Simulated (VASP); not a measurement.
Set up this calculation in VASP 6.6.1, as the native input.

```
Task                   : relaxation of cell and atoms
Functional             : revPBE
Potentials or basis    : VASP PAW PBE potentials, release 64 (As)
Cutoff                 : 600 eV
k mesh                 : 10 × 10 × 10
Occupations            : fermi-dirac, width 0.1 eV
Spin                   : no spin polarisation
Dipole correction      : no
Further INCAR settings : ALGO = Normal; EDIFF = 1e-06; IBRION = 2; EDIFFG = -0.01; NSW = 80; ISIF = 3
```

The structure of As lies in POSCAR:

```
As
1.0
    1.8807975058      1.0858789463      3.5140618606
   -1.8807975058      1.0858789463      3.5140618606
    0.0000000000     -2.1717578925      3.5140618606
As
2
Direct
    0.7740000000      0.7740000000      0.7740000000
    0.2260000000      0.2260000000      0.2260000000
```

One way to write it, as run:

INCAR

```
SYSTEM = As
PREC     = Accurate       ! precision mode
ENCUT    = 600            ! plane-wave cutoff, eV
EDIFF    = 1E-6           ! SCF threshold, eV
ISMEAR   = -1             ! smearing method
SIGMA    = 0.1            ! smearing width, eV
LREAL    = .FALSE.        ! projectors in reciprocal space
LASPH    = .TRUE.         ! aspherical terms in the spheres
NELM     = 60             ! most SCF steps
ALGO     = Normal         ! electronic algorithm
ISIF     = 3              ! what is computed and relaxed
LWAVE    = .FALSE.        ! write WAVECAR
LCHARG   = .FALSE.        ! write CHGCAR
GGA      = RE             ! functional
IBRION   = 2              ! ionic algorithm
NSW      = 80             ! ionic steps
EDIFFG   = -0.01          ! ionic threshold
```

KPOINTS

```
Automatic mesh
0
G
  10 10 10
  0 0 0
```

Potentials or basis: VASP PAW PBE potentials, release 64 (As).

Run with:

```console
$ cat potpaw_PBE.64/As/POTCAR > POTCAR
$ mpirun -np 1 vasp_std > vasp.out
```

Results of the run:

| Property | Result |
| --- | --- |
| Relaxed volume | 36.81 Å³/atom |
| Relaxed cell | a = 6.750 Å, b = 6.750 Å, c = 6.750 Å, α = 31.29°, β = 31.29°, γ = 31.29° |
| Space group after relaxing (to 0.1 Å) | R-3m (No. 166) |
| Energy gained by relaxing | 78.4 meV/atom |
| Ionic steps | 44 |
| Pressure after relaxing | 0.0 GPa |
| Band gap on the k mesh | 1.57 eV (least direct gap 1.76 eV) |

Caveat: the volume moved by over 15 % at a fixed basis, so the end points are rough; the PAW data sets were made with another functional, which shifts forces and pressure a little.

Run time: 8.7 min on 1 thread of Intel(R) Xeon(R) 6975P-C (Granite Rapids), on a shared host, peak memory 0.25 GiB.
